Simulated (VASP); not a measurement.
Crystal: Zr.

```
Zr
1.0
    -1.79785    1.79785    1.79785
     1.79785   -1.79785    1.79785
     1.79785    1.79785   -1.79785
Zr
1
Cartesian
  0.0000 0.0000 0.0000
```

Base run:

| Property | Result |
| --- | --- |
| Program | VASP 6.6.1 |
| Functional | r2SCAN |
| Potentials or basis | VASP PAW PBE potentials, release 64 (Zr_sv) |
| Cutoff | 550 eV |
| k mesh | 10 × 10 × 10 |
| Occupations | fermi-dirac, width 0.05 eV |
| Spin | no spin polarisation |

Its results: band gap on the k mesh zero (band 6 reaches 10.07 eV, above the bottom of band 7 at 8.00 eV); pressure -1.1 GPa.

Task: The run is repeated on the same cell with these changes: functional from r2SCAN to PBEsol; cutoff from 550 eV to 500 eV. What comes out?

Result: Band gap on the k mesh zero (band 6 reaches 9.72 eV, above the bottom of band 7 at 7.94 eV); pressure -5.6 GPa.

Caveats: the PAW data sets were made with another functional, which shifts forces and pressure a little.
